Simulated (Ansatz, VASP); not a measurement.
**One calculation of NiO, two programs**

```
Ni O
1.0
     0.00000    2.12617    2.12617
     2.12617    0.00000    2.12617
     4.24935    2.12318   -2.12318
Ni O
2 2
Direct
  0.00000 0.00000 0.00000
  0.50000 0.00000 0.50000
  0.75000 0.50000 0.25000
  0.25000 0.50000 0.75000
```

Alike in both runs: task single point; functional PBE; k mesh 10 × 10 × 10; occupations gaussian, width 0.05 eV; collinear spin; Hubbard terms Ni d U = 6.2 eV.

|  | VASP | Ansatz |
| --- | --- | --- |
| version | VASP 6.6.1 | Ansatz 0.2.0 |
| potentials or method | VASP PAW PBE potentials, release 64 (Ni, O), cutoff 520 eV | scalar-relativistic, plane waves, PAW |
| valence electrons in the cell | 32 | 48 |

VASP gave:

```
gap on the k mesh at the Fermi level (eV)                     : 3.04
least direct gap on the mesh (eV)                             : 3.70
pressure (GPa)                                                : -8.0
net moment per atom (μB)                                      : 0.00
size of the moment on the site where the two differ most (μB) : 1.76
```

Question: Which values does Ansatz return?

Answer: gap on the k mesh at the Fermi level (eV): 2.77; least direct gap on the mesh (eV): 3.53; pressure (GPa): 0.0; net moment per atom (μB): 0.00; size of the moment on the site where the two differ most (μB): 1.69.

Site moments also hang on the region over which each program counts them. The programs project onto different local orbitals, so the same U acts differently, and such runs can settle in different states. VASP's potentials hold 32 valence electrons a cell and Ansatz's 48, so a difference there can come from the potentials and not from the codes. Ansatz's warnings: stability check not made.
